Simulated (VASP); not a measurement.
# CoO (P-6m2) in VASP: notebook

Runs on CoO. Level: PBE. Tasks: single point.

All numbers are computed with VASP 6.6.1; they aren't measurements. Logs are shortened: lines on timing, memory, paths and dates and some standing lists are left out, and cuts for length are marked.

### Step 1. The cell of the first run

Symmetry: P-6m2, No. 187, hexagonal system. Conventional cell: a = 2.912 Å, b = 2.912 Å, c = 2.842 Å, α = 90.00°, β = 90.00°, γ = 120.00°. Co (site symmetry -6m2) has 6 O at 2.20 Å and 8 Co at 2.84 to 2.91 Å within 3.0 Å. O (site symmetry -6m2) has 6 Co at 2.20 Å and 8 O at 2.84 to 2.91 Å within 3.0 Å.

### Step 2. Single point, PBE, collinear spin, ferromagnetic start

Input file INCAR:

```
ALGO     = Normal         # electronic algorithm
EDIFF    = 1E-6           # SCF threshold, eV
ENCUT    = 600            # plane-wave cutoff, eV
GGA      = PE             # functional
GGA_COMPAT= False        
ISIF     = 2              # what is computed and relaxed
ISMEAR   = -1             # smearing method
ISPIN    = 2              # spin polarisation
LASPH    = True           # aspherical terms in the spheres
LCHARG   = False          # write CHGCAR
LMAXMIX  = 4              # l up to which the mixer works
LORBIT   = 11             # projections on sites
LREAL    = False          # projectors in reciprocal space
LWAVE    = False          # write WAVECAR
MAGMOM   = 2 0            # initial moments
NBANDS   = 22             # bands
NELM     = 200            # most SCF steps
PREC     = Accurate       # precision mode
SIGMA    = 0.05           # smearing width, eV
```

Input file KPOINTS:

```
k-points
0
Gamma
  11 11 10
```

Input file POSCAR:

```
CoO
1.0
    2.9123193196      0.0000000000      0.0000000000
   -1.4561596547      2.5221425106      0.0000000000
    0.0000000000      0.0000000000      2.8422793619
Co O
1 1
Direct
    0.0000000000      0.0000000000      0.0000000000
    0.6666666667      0.3333333333      0.5000000000
```

Potentials or basis: VASP PAW PBE potentials, release 64 (Co_sv, O).

Started as:

```sh
cat potpaw_PBE.64/Co_sv/POTCAR potpaw_PBE.64/O/POTCAR > POTCAR
mpirun -np 1 vasp_std > vasp.out
```

OUTCAR:

```text
EDIFF = 1E-6
   ENCUT = 600
   GGA = PE
   ISIF = 2
   ISMEAR = -1
   ISPIN = 2
   LASPH = True
   LORBIT = 11
   LREAL = False
   NELM = 200
   PREC = Accurate

 ion  position               nearest neighbor table
   1  0.000  0.000  0.000-   2 2.20   2 2.20   2 2.20   2 2.20   2 2.20   2 2.20
   2  0.667  0.333  0.500-   1 2.20   1 2.20   1 2.20   1 2.20   1 2.20   1 2.20

  LATTYP: Found a hexagonal cell.
 ALAT       =     2.9123193196
 C/A-ratio  =     0.9759504539

  Lattice vectors:

 A1 = (   2.9123193196,   0.0000000000,   0.0000000000)
 A2 = (  -1.4561596547,   2.5221425106,   0.0000000000)
 A3 = (   0.0000000000,   0.0000000000,   2.8422793619)

Analysis of symmetry for initial positions (statically):
=====================================================================
 Subroutine PRICEL returns:
 Original cell was already a primitive cell.

 Routine SETGRP: Setting up the symmetry group for a
 hexagonal supercell.

 Subroutine GETGRP returns: Found 12 space group operations
 (whereof 12 operations were pure point group operations)
 out of a pool of 24 trial point group operations.

The static configuration has the point symmetry D_3h.

Analysis of symmetry for dynamics (positions and initial velocities):
=====================================================================
 Subroutine PRICEL returns:
 Original cell was already a primitive cell.

 Routine SETGRP: Setting up the symmetry group for a
 hexagonal supercell.

 Subroutine GETGRP returns: Found 12 space group operations
 (whereof 12 operations were pure point group operations)
 out of a pool of 24 trial point group operations.

The dynamic configuration has the point symmetry D_3h.

Analysis of structural, dynamic, and magnetic symmetry:
=====================================================================
 Subroutine PRICEL returns:
 Original cell was already a primitive cell.

 Routine SETGRP: Setting up the symmetry group for a
 hexagonal supercell.

 Subroutine GETGRP returns: Found 12 space group operations
 (whereof 12 operations were pure point group operations)
 out of a pool of 24 trial point group operations.

The overall configuration has the point symmetry D_3h.

 Subroutine INISYM returns: Found 12 space group operations
 (whereof 12 operations are pure point group operations),
 and found     1 'primitive' translations

----------------------------------------------------------------------------------------

                                     Primitive cell

  volume of cell :      20.8774

  direct lattice vectors                    reciprocal lattice vectors
     2.912319320  0.000000000  0.000000000     0.343368941  0.198244150  0.000000000
    -1.456159655  2.522142511  0.000000000     0.000000000  0.396488301  0.000000000
     0.000000000  0.000000000  2.842279362     0.000000000  0.000000000  0.351830300

  length of vectors
     2.912319320  2.912319313  2.842279362     0.396488301  0.396488301  0.351830300

  position of ions in fractional coordinates (direct lattice)
     0.000000000  0.000000000  0.000000000
     0.666666667  0.333333333  0.500000000

  ion indices of the primitive-cell ions
   primitive index   ion index
                 1           1
                 2           2

----------------------------------------------------------------------------------------

 KPOINTS: k-points

Automatic generation of k-mesh.
 Grid dimensions read from file:
 generate k-points for:   11   11   10

 Generating k-lattice:

  Cartesian coordinates                     Fractional coordinates (reciprocal lattice)
     0.031215358  0.018022195  0.000000000     0.090909091  0.000000000  0.000000000
     0.000000000  0.036044391  0.000000000     0.000000000  0.090909091  0.000000000
     0.000000000  0.000000000  0.035183030     0.000000000  0.000000000  0.100000000

  Length of vectors
     0.036044391  0.036044391  0.035183030

  Shift w.r.t. Gamma in fractional coordinates (k-lattice)
     0.000000000  0.000000000  0.000000000

 Subroutine IBZKPT returns following result:
 ===========================================

 Found     96 irreducible k-points:

 Following reciprocal coordinates:
            Coordinates               Weight
  0.000000  0.000000  0.000000      1.000000
  0.090909  0.000000  0.000000      6.000000
  0.181818 -0.000000  0.000000      6.000000
  0.272727  0.000000  0.000000      6.000000
  0.363636  0.000000  0.000000      6.000000
  0.454545  0.000000  0.000000      6.000000
[... 16 lines left out ...]
  0.090909  0.090909  0.100000     12.000000
  0.181818  0.090909  0.100000     24.000000
 [... further k-points ...]
   k-points           NKPTS =     96   k-points in BZ     NKDIM =     96   number of bands    NBANDS=     22
   number of dos      NEDOS =    301   number of ions     NIONS =      2
   total plane-waves  NPLWV =  13824
   dimension x,y,z NGX =    24 NGY =   24 NGZ =   24
   dimension x,y,z NGXF=    48 NGYF=   48 NGZF=   48
   ions per type =               1   1
   NGX,Y,Z   is equivalent  to a cutoff of  13.70, 13.70, 14.04 a.u.
   NGXF,Y,Z  is equivalent  to a cutoff of  27.40, 27.40, 28.08 a.u.
 SYSTEM =  unknown system
   PREC   = accura    normal or accurate (medium, high low for compatibility)
   ISTART =      0    job   : 0-new  1-cont  2-samecut
   ICHARG =      2    charge: 1-file 2-atom 10-const
   ISPIN  =      2    spin polarized calculation?
   LNONCOLLINEAR =      F non collinear calculations
   LSORBIT =      F    spin-orbit coupling
   LASPH  =      T    aspherical Exc in radial PAW
   ENCUT  =  600.0 eV  44.10 Ry    6.64 a.u.   5.82  5.82  5.68*2*pi/ulx,y,z
   NELM   =    200;   NELMIN=  2; NELMDL= -5     # of ELM steps
   EDIFF  = 0.1E-05   stopping-criterion for ELM
   LREAL  =      F    real-space projection
   EDIFFG = 0.1E-04   stopping-criterion for IOM
   NSW    =      0    number of steps for IOM
   IBRION =     -1    ionic relax: 0-MD 1-quasi-New 2-CG
   NFREE  =      0    steps in history (QN), initial steepest desc. (CG)
   ISIF   =      2    stress and relaxation
   ISYM   =      2    0-nonsym 1-usesym 2-fastsym
   POTIM  = 0.5000    time-step for ionic-motion
   TEBEG  =    0.0;   TEEND  =   0.0 temperature during run
   PSTRESS=    0.0 pullay stress
   NELECT =      23.0000    total number of electrons
   NUPDOWN=      -1.0000    fix difference up-down
   EMIN   =  10.00;   EMAX   =-10.00  energy-range for DOS
   EFERMI =   0.00;   METHOD = LEGACY
   ISMEAR =    -1;   SIGMA  =   0.05  broadening in eV -4-tet -1-fermi 0-gaus
   EFERMI_NEDOS =   21; number of points for ismear=-14 and -15
   IALGO  =     38    algorithm
   IMIX   =      4    mixing-type and parameters
     AMIX     =   0.40;   BMIX     =  1.00
     AMIX_MAG =   1.60;   BMIX_MAG =  1.00
  volume/ion in A,a.u.               =      10.44        70.44
  Fermi-wavevector in a.u.,A,eV,Ry     =   1.690800  3.195149 38.896413  2.858806
  Thomas-Fermi vector in A             =   2.772682
   LORBIT       =     11    0 simple, 1 ext, 2 COOP (PROOUT), +10 PAW based schemes
   GGA     = PE    functional components
   LHFCALC =     F    Hartree Fock is set to
   AEXX    =    0.0000 exact exchange contribution
   IVDW    =     0    specifies the selected vdW correction
   LEPSILON=     F    determine dielectric tensor
   LRPA    =     F    only Hartree local field effects (RPA)
 spin polarized calculation
  energy-cutoff  :      600.00
  volume of cell :       20.88
 maximum number of plane-waves:       714
 NGX is ok and might be reduce to    24
   NGX = 11   NGY = 11   NGZ = 11

 number of electron      22.9999992 magnetization       3.0001317

 Free energy of the ion-electron system (eV)
  ---------------------------------------------------
  ext. energy  EPLUGINS =         0.00000000
  ---------------------------------------------------
  free energy    TOTEN  =       -12.90629565 eV

  energy without entropy =      -12.87689268  energy(sigma->0) =      -12.89159417

 E-fermi :   7.7544     XC(G=0): -12.2639

 val. band max:        7.7537386949   @ k =   0.1818  -0.0000   0.2000
 cond. band min:       7.7585448606   @ k =   0.4545   0.0909   0.1000
 fundamental gap:      0.0048061657
 Fermi energy:         7.7544434594

 spin component 1

 k-point     1 :       0.0000    0.0000    0.0000
  band No.  band energies     occupation
      1     -89.3900      1.00000
      2     -52.7631      1.00000
      3     -52.5426      1.00000
      4     -52.5426      1.00000
      5     -11.8853      1.00000
      6       3.2951      1.00000
[... 14 lines left out ...]
     21      32.3034      0.00000
     22      37.0395      0.00000

 k-point     2 :       0.0909    0.0000    0.0000
  band No.  band energies     occupation
      1     -89.3897      1.00000
      2     -52.7634      1.00000
      3     -52.5465      1.00000
      4     -52.5437      1.00000
      5     -11.8138      1.00000
      6       3.0311      1.00000
[... 542 lines left out ...]
 k-point    24 :       0.1818    0.0909    0.1000
  band No.  band energies     occupation
      1     -89.3880      1.00000
      2     -52.7654      1.00000
      3     -52.5608      1.00000
      4     -52.5482      1.00000
      5     -11.3854      1.00000
      6       1.9795      1.00000
[... 14 lines left out ...]
     21      34.1012      0.00000
     22      35.7028      0.00000

 [... further k-points ...]

 spin component 2

 k-point     1 :       0.0000    0.0000    0.0000
  band No.  band energies     occupation
      1     -86.3071      1.00000
      2     -49.6080      1.00000
      3     -49.6066      1.00000
      4     -49.6066      1.00000
      5     -11.2682      1.00000
      6       4.6279      1.00000
[... 14 lines left out ...]
     21      32.9288      0.00000
     22      37.2991      0.00000

 k-point     2 :       0.0909    0.0000    0.0000
  band No.  band energies     occupation
      1     -86.3067      1.00000
      2     -49.6110      1.00000
      3     -49.6081      1.00000
      4     -49.6079      1.00000
      5     -11.1932      1.00000
      6       4.2104      1.00000
[... 542 lines left out ...]
 k-point    24 :       0.1818    0.0909    0.1000
  band No.  band energies     occupation
      1     -86.3048      1.00000
      2     -49.6280      1.00000
      3     -49.6131      1.00000
      4     -49.6106      1.00000
      5     -10.7420      1.00000
      6       2.8033      1.00000
[... 14 lines left out ...]
     21      34.5272      0.00000
     22      36.1041      0.00000

 [... further k-points ...]
[... 5 lines left out ...]
  --------------------------------------------------------------------------------------
  -------------------------------------------------------------------------------------
  Total       -2.0064007     -2.0064007     -2.8650364     -0.0000000     -0.0000000      0.0000000
  in kB     -153.9759482   -153.9759477   -219.8696843     -0.0000003     -0.0000000      0.0000000
  external PRESSURE =    -175.9405267 kB  Pullay stress =       0.0000000 kB

 VOLUME and BASIS-vectors are now :
 -----------------------------------------------------------------------------
  energy-cutoff  :      600.00
  volume of cell :       20.88
      direct lattice vectors                 reciprocal lattice vectors
     2.912319320  0.000000000  0.000000000     0.343368941  0.198244150  0.000000000
    -1.456159655  2.522142511  0.000000000     0.000000000  0.396488301  0.000000000
     0.000000000  0.000000000  2.842279362     0.000000000  0.000000000  0.351830300

 POSITION                                       TOTAL-FORCE (eV/Angst)
 -----------------------------------------------------------------------------------
      0.00000      0.00000      0.00000        -0.000000     -0.000000      0.000000
      1.45616      0.84071      1.42114         0.000000      0.000000      0.000000
 -----------------------------------------------------------------------------------
    total drift:                                0.000000     -0.000000      0.000000

  FREE ENERGIE OF THE ION-ELECTRON SYSTEM (eV)
  ---------------------------------------------------
  free  energy   TOTEN  =       -12.9062956542 eV

  energy  without entropy=      -12.8768926839  energy(sigma->0) =      -12.89159417

 total charge

# of ion       s       p       d       tot
------------------------------------------
    1        2.138   6.054   6.630  14.822
    2        1.561   3.356   0.000   4.917
--------------------------------------------------
tot          3.699   9.411   6.630  19.739

 magnetization (x)

# of ion       s       p       d       tot
------------------------------------------
    1        0.006   0.006   2.523   2.536
    2        0.022   0.355   0.000   0.377
--------------------------------------------------
tot          0.028   0.361   2.523   2.913
```

It took 77 s on 1 thread of AMD EPYC 9R45 (Zen 5), shared host; peak memory 0.18 GiB.

What came out:

```
Free energy                                           : -12.9063 eV
Pressure                                              : -17.6 GPa
Band gap on the k mesh                                : zero (filled and empty bands overlap)
Net moment                                            : 3.00 μB per cell
Site moments                                          : Co +2.54; O +0.38 μB
Valence electrons inside the program's atomic spheres : Co 14.82; O 4.92
```

Caveat: the cell stands under tension; a cell with one magnetic atom can't hold antiferromagnetic order, which such compounds often take; semilocal functionals often make such compounds metallic where correlation or magnetic order opens a gap, which also shifts bond lengths.

### Step 3. Single point, PBE, collinear spin, ferromagnetic start

This run uses another cell than the first one, of 9.85 Å³/atom.

Input file INCAR:

```
ALGO = Normal
EDIFF = 1E-6
ENCUT = 600
GGA = PE
GGA_COMPAT = False
ISIF = 2
ISMEAR = -1
ISPIN = 2
LASPH = True
LCHARG = False
LMAXMIX = 4
LORBIT = 11
LREAL = False
LWAVE = False
MAGMOM = 2 0
NBANDS = 22
NELM = 200
PREC = Accurate
SIGMA = 0.05
```

KPOINTS is that of step 2.

Input file POSCAR:

```
CoO
1.0
    2.8562992300      0.0000000000      0.0000000000
   -1.4281496100      2.4736276900      0.0000000000
    0.0000000000      0.0000000000      2.7876065300
Co O
1 1
Direct
    0.0000000000      0.0000000000      0.0000000000
    0.6666666667      0.3333333333      0.5000000000
```

Potentials or basis: VASP PAW PBE potentials, release 64 (Co_sv, O).

Started as:

```sh
cat potpaw_PBE.64/Co_sv/POTCAR potpaw_PBE.64/O/POTCAR > POTCAR
mpirun -np 1 vasp_std > vasp.out
```

Wall time 62 s (1 thread of AMD EPYC 9R45 (Zen 5), shared host); peak memory 0.17 GiB.

It converged, with:

- Free energy: -12.9942 eV
- Pressure: -10.1 GPa
- Band gap on the k mesh: zero (filled and empty bands overlap)
- Net moment: 3.00 μB per cell
- Site moments: Co +2.53; O +0.39 μB
- Valence electrons inside the program's atomic spheres: Co 14.85; O 4.95

Stress tensor (GPa, compression positive):
```
 -8.53   0.00   0.00
  0.00  -8.53   0.00
  0.00   0.00 -13.10
```

Levels at points of the mesh, in eV from the Fermi level:
Spin up:
| k point | band 10 | band 11 | band 12 | band 13 | band 14 | band 15 | band 16 | band 17 |
| --- | --- | --- | --- | --- | --- | --- | --- | --- |
| (0.00, 0.00, 0.00) | -2.96 | -2.96 | -1.04 | -1.04 | 0.44 | 14.30 | 15.95 | 15.95 |
| (0.00, 0.00, 0.50) | -3.24 | -2.20 | -1.25 | -1.25 | 6.45 | 6.69 | 20.81 | 20.81 |
Spin down:
```csv
k point,band 8,band 9,band 10,band 11,band 12,band 13
"(0.00, 0.00, 0.00)",-2.96,-2.57,0.35,0.35,0.75,0.75
"(0.00, 0.00, 0.50)",-2.78,-0.93,-0.93,-0.22,0.99,0.99
```

Caveat: the cell stands under tension; a cell with one magnetic atom can't hold antiferromagnetic order, which such compounds often take; semilocal functionals often make such compounds metallic where correlation or magnetic order opens a gap, which also shifts bond lengths. With open d or f shells a metallic result of PBE can be an artefact of self-interaction; +U or a hybrid may open a gap.
